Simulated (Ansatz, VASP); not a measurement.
## SrO: VASP beside Ansatz

The input INCAR:

```
SYSTEM = SrO
PREC = Accurate
ENCUT = 520
EDIFF = 1E-8
ISMEAR = -1
SIGMA = 0.02
LREAL = .FALSE.
LASPH = .TRUE.
NELM = 100
ALGO = Normal
ISIF = 2
LWAVE = .FALSE.
LCHARG = .FALSE.
GGA = PE
LEFG = .TRUE.
NBANDS = 15
```

Contents of KPOINTS:

```
regular mesh
0
G
  8 8 8
  0 0 0
```

POSCAR

```
SrO
1.0
    0.0000000000      2.5954980000      2.5698000000
    2.5954980000      0.0000000000      2.5698000000
    2.5954980000      2.5954980000      0.0000000000
Sr O
1 1
Direct
    0.0000000000      0.0000000000      0.0000000000
    0.5000000000      0.5000000000      0.5000000000
```

Input for Ansatz:

```yaml
crystal:
  lattice:
    - [0.0, 2.595498, 2.5698]
    - [2.595498, 0.0, 2.5698]
    - [2.595498, 2.595498, 0.0]
  atoms:
    - { symbol: Sr, position: [0.0, 0.0, 0.0] }
    - { symbol: O, position: [0.5, 0.5, 0.5] }
kpoints:
  mp_grid: { grid: [8, 8, 8] }
scf:
  occupations: { method: fermi_dirac, width: 0.02 }
hamiltonian:
  xc: pbe
  pseudopotentials: { kind: all_electron, datasets: crystal }
output:
  forces: true
  stress: true
  eigenvalues: true
  efg: { contact_densities: true }
```

Change from the starting cell: equal xx and yy strain of +1 %, crystal datasets.

Alike in both runs: task electric field gradients; functional PBE; k mesh 8 × 8 × 8; occupations fermi-dirac, width 0.02 eV; no spin polarisation.

|  | VASP | Ansatz |
| --- | --- | --- |
| version | VASP 6.6.1 | Ansatz 0.2.0 |
| potentials or method | VASP PAW PBE potentials, release 64 (Sr_sv, O), cutoff 520 eV | all-electron PAW with datasets made for the crystal, scalar-relativistic |

```tsv
	VASP	Ansatz	Ansatz less VASP
gap on the k mesh at the Fermi level (eV)	3.23	3.27	+0.046
pressure (GPa)	1.6	1.1	-0.54
traceless stress, the component that is largest in VASP (GPa)	0.87	0.82	-0.045
size of Vzz on the site where it differs most (V/Å²)	10.1	9.9	-0.15
```

Ansatz ran all-electron here, and VASP with PAW potentials.
